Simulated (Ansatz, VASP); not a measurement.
# RbBr in VASP and in Ansatz

```
Rb Br
1.0
     0.00000    3.42750    3.42750
     3.42750    0.00000    3.42750
     3.42750    3.42750    0.00000
Rb Br
1 1
Cartesian
  0.0000 0.0000 0.0000
  3.4275 3.4275 3.4275
```

Alike in both runs: task single point; functional LDA; k mesh 6 × 6 × 6; occupations fermi-dirac, width 0.02 eV; no spin polarisation.

|  | VASP | Ansatz |
| --- | --- | --- |
| version | VASP 6.6.1 | Ansatz 0.2.0 |
| potentials or method | VASP PAW LDA potentials, release 64 (Rb_sv, Br), cutoff 520 eV | all-electron LAPW, scalar-relativistic |

Ansatz gave:

```
gap on the k mesh at the Fermi level (eV) : 3.95
pressure (GPa)                            : -1.2
```

Q: Estimate VASP's values.

A: gap on the k mesh at the Fermi level (eV): 3.96; pressure (GPa): -1.2.

LDA's correlation is that of Perdew and Zunger in VASP and of Perdew and Wang (1992) in Ansatz. Ansatz ran all-electron here, and VASP with PAW potentials.
